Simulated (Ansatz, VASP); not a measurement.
# MnSb in VASP and in Ansatz

```xyz
2
Lattice="0.0000 2.7482 2.7482 2.7482 0.0000 2.7482 2.7482 2.7482 0.0000" Properties=species:S:1:pos:R:3 pbc="T T T"
Mn    0.0000    0.0000    0.0000
Sb    2.7482    2.7482    2.7482
```

Change from the starting cell: volume scaled by 0.96.

Alike in both runs: task single point; functional PBE; k mesh 11 × 11 × 11; occupations fermi-dirac, width 0.03 eV; collinear spin.

|  | VASP | Ansatz |
| --- | --- | --- |
| version | VASP 6.6.1 | Ansatz 0.2.0 |
| potentials or method | VASP PAW PBE potentials, release 64 (Mn_pv, Sb), cutoff 520 eV | all-electron LAPW, scalar-relativistic |

VASP gave:

* pressure (GPa): 2.9
* net moment per atom (μB): 1.87
* size of the moment on the site where the two differ most (μB): 3.66

Question: What did Ansatz give for the same quantities?

Answer: Pressure (GPa): 2.9; net moment per atom (μB): 1.87; size of the moment on the site where the two differ most (μB): 3.76.

Site moments also hang on the region over which each program counts them. Ansatz ran all-electron here, and VASP with PAW potentials.

Neither program's run includes spin-orbit coupling.
